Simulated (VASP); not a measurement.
Input of a VASP 6.6.1 run:

The input INCAR:

```
SYSTEM = CdSe
ALGO = Normal ; EDIFF = 1E-7
EDIFFG = -0.002 ; ENCUT = 500
GGA = PE ; GGA_COMPAT = .False.
IBRION = 2 ; ISIF = 3
ISMEAR = 0 ; LASPH = .True.
LCHARG = .False. ; LREAL = .False.
LWAVE = .False. ; NELM = 120
NELMIN = 4 ; NSW = 100
PREC = Accurate ; SIGMA = 0.02
```

File KPOINTS:

```
k-points
0
Gamma
  8 8 8
  0 0 0
```

Contents of POSCAR:

```
CdSe
1.0
    0.0000000000      3.0250000000      3.0250000000
    3.0250000000      0.0000000000      3.0250000000
    3.0250000000      3.0250000000      0.0000000000
Cd Se
1 1
Direct
    0.0000000000      0.0000000000      0.0000000000
    0.2500000000      0.2500000000      0.2500000000
```

Potentials or basis: VASP PAW PBE potentials, release 64 (Cd, Se).

Run with:

```bash
$ cat potpaw_PBE.64/Cd/POTCAR potpaw_PBE.64/Se/POTCAR > POTCAR
$ mpirun -np 1 vasp_std > vasp.out
```

**Question.** What does it give for the relaxed volume?

**Answer.** 29.87 Å³/atom.

**Question.** Predict the space group after relaxing (to 0.05 Å).

**Answer.** F-43m (No. 216).

Final structure:
```
Cd Se
1.0
     0.00000    3.10263    3.10263
     3.10263    0.00000    3.10263
     3.10263    3.10263    0.00000
Cd Se
1 1
Cartesian
  0.0000 0.0000 0.0000
  1.5513 1.5513 1.5513
```
